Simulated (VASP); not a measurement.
Here is a VASP 6.6.1 calculation.

Contents of INCAR:

```
PREC = Accurate
ENCUT = 520
EDIFF = 1E-6
ISMEAR = 1
SIGMA = 0.15
LREAL = Auto
LASPH = T
NELM = 60
ALGO = Normal
ISIF = 2
LWAVE = F
LCHARG = T
GGA = PE
LELF = T
LVHAR = T
NBANDS = 80
```

KPOINTS

```
Automatic mesh
0
Gamma
  2 2 2
```

The input POSCAR:

```
Al15Pt8
1.0
    0.0000000000      5.9552360000      5.9552360000
    5.9552360000      0.0000000000      5.9552360000
    5.9552360000      5.9552360000      0.0000000000
Pt Al
8 15
Direct
    0.0004226533      0.0039108442     -0.0038485461
    0.0142608118     -0.0086182143      0.4910091724
    0.0006696628      0.5033300108      0.0029505128
    0.0004273550      0.4965175184      0.5035350404
    0.4984344869      0.0252230138     -0.0211869017
    0.5042573460     -0.0086183822      0.4910111875
    0.4939583419      0.5033322777      0.0029509326
    0.4984387688      0.4791748807      0.5248524995
    0.1216872010      0.1269511401      0.1231768145
    0.3744392330      0.3713241591      0.3780531955
    0.1297686607      0.1208714483      0.6205011858
    0.3627145087      0.3879294624      0.8875526511
    0.1182896866      0.6323589863      0.1319729394
    0.1216925744      0.6235556408      0.6265677800
    0.3744422555      0.8784253051      0.8709510421
    0.6290927009      0.1269530712      0.1231762268
    0.8770898416      0.3713226478      0.3780540351
    0.6415140391      0.1091270774      0.6087578225
    0.8723971644      0.3782476463      0.8778661333
    0.4099761118      0.8406680273      0.3402819804
    0.8803540280      0.8702879281      0.3699143073
    0.6290910217      0.6235547172      0.6265693753
    0.8770903454      0.8784253051      0.8709488591
```

Potentials or basis: VASP PAW PBE potentials, release 64 (Pt, Al).

Run with:

```console
$ cat potpaw_PBE.64/Pt/POTCAR potpaw_PBE.64/Al/POTCAR > POTCAR
$ mpirun -np 1 vasp_std > vasp.out
```

(1) Estimate the largest force.

(2) Estimate the pressure.

(3) What does it give for the band gap on the k mesh?

Answers

(1) 0.733 eV/Å.

(2) -1.2 GPa.

(3) zero (an odd number of electrons rules out a gap without spin polarisation).

Caveat: the k points lie up to 0.46 Å⁻¹ apart, too coarse for converged energies and pressures of a metal; spin-orbit coupling is left out, which moves the levels of the heavy elements.
